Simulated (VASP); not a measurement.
Input of a VASP 6.6.1 run:

POSCAR

```
MgO
1.0
    6.6155746204     -0.0000003582      0.0000000000
   -1.6538933102      2.8646278209      0.0000000000
    0.0000000000      0.0000000000      4.9828820000
Mg O
4 4
Direct
    0.1666666667      0.6666666667      0.0021600000
    0.3333333333      0.3333333333      0.5021600000
    0.6666666667      0.6666666667      0.0021600000
    0.8333333333      0.3333333333      0.5021600000
    0.1666666667      0.6666666667      0.4024400000
    0.3333333333      0.3333333333      0.9024400000
    0.6666666667      0.6666666667      0.4024400000
    0.8333333333      0.3333333333      0.9024400000
```

Contents of INCAR.step1:

```
ALGO = Normal ; EDIFF = 1E-5
ENCUT = 660 ; GGA = PE
GGA_COMPAT = False ; ISMEAR = -1
LASPH = True ; LCHARG = False
LREAL = False ; LWAVE = True
NBANDS = 26 ; NELM = 120
PREC = Accurate ; SIGMA = 0.05
```

File INCAR.step2:

```
ALGO = Normal ; EDIFF = 1E-6
ENCUT = 660 ; GGA_COMPAT = False
ISIF = 2 ; ISMEAR = -1
ISTART = 1 ; LASPH = True
LCHARG = False ; LMIXTAU = True
LREAL = False ; LWAVE = False
METAGGA = R2SCAN ; NBANDS = 26
NELM = 120 ; PREC = Accurate
SIGMA = 0.05
```

File KPOINTS:

```
k-points
0
Gamma
  2 4 4
```

Potentials or basis: VASP PAW PBE potentials, release 64 (Mg, O).

Run with:

```sh
$ cat potpaw_PBE.64/Mg/POTCAR potpaw_PBE.64/O/POTCAR > POTCAR
$ cp INCAR.step1 INCAR
$ mpirun -np 1 vasp_std > vasp.out
$ cp INCAR.step2 INCAR
$ mpirun -np 1 vasp_std > vasp.out
```

(1) Estimate the largest force.

(2) What does it give for the pressure?

## Answers

(1) 0.030 eV/Å.

(2) -1.4 GPa.

Caveat: the k points lie up to 0.55 Å⁻¹ apart; the PAW data sets were made with another functional, which shifts forces and pressure a little.
